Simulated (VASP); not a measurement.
SnO:

```
Sn O
1.0
     0.00000    2.53697    2.57833
     2.53697    0.00000    2.57833
     2.53697    2.53697    0.00000
Sn O
1 1
Direct
  0.00000 0.00000 0.00000
  0.50000 0.50000 0.50000
```

This cell differs from its parent crystal: uniaxial z strain +1.6%.

Base run:

| Item | Value |
| --- | --- |
| Program | VASP 6.6.1 |
| Functional | r2SCAN |
| Potentials or basis | VASP PAW PBE potentials, release 64 (Sn_d, O) |
| Cutoff | 520 eV |
| k mesh | 8 × 8 × 8 |
| Occupations | fermi-dirac, width 0.02 eV |
| Spin | no spin polarisation |

Its results: band gap on the k mesh 0.96 eV, indirect (least direct gap 0.98 eV); pressure -1.4 GPa.

Task: The run is repeated on the same cell with these changes: functional from r2SCAN to PBE. What comes out?

Result: Band gap on the k mesh 0.83 eV, indirect (least direct gap 0.92 eV); pressure 0.8 GPa.

r2SCAN gives the wider gap, since meta-GGAs in the generalised Kohn-Sham scheme recover part of the derivative discontinuity.

Caveats: spin-orbit coupling is left out, which moves the levels of the heavy elements; the PAW data sets were made with another functional, which shifts forces and pressure a little (some runs).

A k mesh can miss the band edges.
